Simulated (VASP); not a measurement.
A run of VASP 6.6.1:

File INCAR:

```
SYSTEM = TlAgTe2
PREC = Accurate
ENCUT = 520
EDIFF = 1E-6
ISMEAR = 0
SIGMA = 0.05
LREAL = .False.
LASPH = .True.
NELM = 80
ALGO = Normal
ISIF = 2
LWAVE = .False.
LCHARG = .False.
GGA = PS
NBANDS = 26
```

File KPOINTS:

```
Automatic mesh
0
Gamma
  12 12 12
  0 0 0
```

POSCAR

```
TlAgTe2
1.0
   -1.7821302655      1.7821302655      9.2048749534
    1.7821302655     -1.7821302655      9.2048749534
    1.7821302655      1.7821302655     -9.2048749534
Tl Ag Te
1 1 2
Direct
    0.0000000000      0.0000000000      0.0000000000
    0.7500000000      0.2500000000      0.5000000000
    0.3655388473      0.3655388473      0.0000000000
    0.6344611527      0.6344611527      0.0000000000
```

Potentials or basis: VASP PAW PBE potentials, release 64 (Tl_d, Ag, Te).

Launch:

```bash
$ cat potpaw_PBE.64/Tl_d/POTCAR potpaw_PBE.64/Ag/POTCAR potpaw_PBE.64/Te/POTCAR > POTCAR
$ mpirun -np 1 vasp_std > vasp.out
```

Hardware: 1 thread of Intel(R) Xeon(R) Platinum 8259CL CPU @ 2.50GHz (Skylake/Cascade Lake), on a shared host.

Q: How long does it take, and how much memory?

A: It took 30 min on 1 thread of Intel(R) Xeon(R) Platinum 8259CL CPU @ 2.50GHz (Skylake/Cascade Lake) (shared host), peak memory 1.1 GiB. Counts: scf iterations 13, k points 163.
